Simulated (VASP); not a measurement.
Wanted: the native input for a VASP 6.6.1 run.

* Task: relaxation of cell and atoms
* Functional: PBE
* Potentials or basis: VASP PAW PBE potentials, release 64 (Ir)
* Cutoff: 600 eV
* k mesh: 18 × 18 × 18
* Occupations: fermi-dirac, width 0.05 eV
* Spin: no spin polarisation
* Dipole correction: no
* Further INCAR settings: ALGO = Normal; EDIFF = 1e-06; IBRION = 2; EDIFFG = -0.005; NSW = 60; ISIF = 3

The structure of Ir lies in POSCAR:

```
Ir
1.0
   -2.3860198381      2.3860198381      1.3123109109
    2.3860198381     -2.3860198381      1.3123109109
    2.3860198381      2.3860198381     -1.3123109109
Ir
2
Direct
   -0.3750000000     -0.1250000000     -0.2500000000
    0.3750000000      0.1250000000      0.2500000000
```

The input as run:

INCAR

```
SYSTEM = Ir
PREC     = Accurate       ! precision mode
ENCUT    = 600            ! plane-wave cutoff, eV
EDIFF    = 1E-6           ! SCF threshold, eV
ISMEAR   = -1             ! smearing method
SIGMA    = 0.05           ! smearing width, eV
LREAL    = .False.        ! projectors in reciprocal space
LASPH    = .True.         ! aspherical terms in the spheres
NELM     = 100            ! most SCF steps
ALGO     = Normal         ! electronic algorithm
ISIF     = 3              ! what is computed and relaxed
LWAVE    = .False.        ! write WAVECAR
LCHARG   = .False.        ! write CHGCAR
GGA      = PE             ! functional
IBRION   = 2              ! ionic algorithm
NSW      = 60             ! ionic steps
EDIFFG   = -0.005         ! ionic threshold
```

KPOINTS

```
regular mesh
0
Gamma
  18 18 18
  0 0 0
```

Potentials or basis: VASP PAW PBE potentials, release 64 (Ir).

Run with:

```console
$ cat potpaw_PBE.64/Ir/POTCAR > POTCAR
$ mpirun -np 1 vasp_std > vasp.out
```

Results of the run:

```yaml
Relaxed_volume: 16.23 Å³/atom
Relaxed_cell: a = 3.699 Å, b = 3.699 Å, c = 3.699 Å, α = 97.98°, β = 97.98°, γ = 136.26°
Space_group_after_relaxing_to_0.05_Å: I4_1/amd (No. 141)
Energy_gained_by_relaxing: 109.4 meV/atom
Ionic_steps: 9
Pressure_after_relaxing: 0.0 GPa
Band_gap_on_the_k_mesh: zero (band 9 reaches 9.66 eV, above the bottom of band 10 at 6.98 eV)
```

Caveat: spin-orbit coupling is left out, which moves the levels of the heavy elements.

Wall time 31 min on 1 thread of AMD EPYC 7R13, with other jobs on the host, peak memory 0.33 GiB.
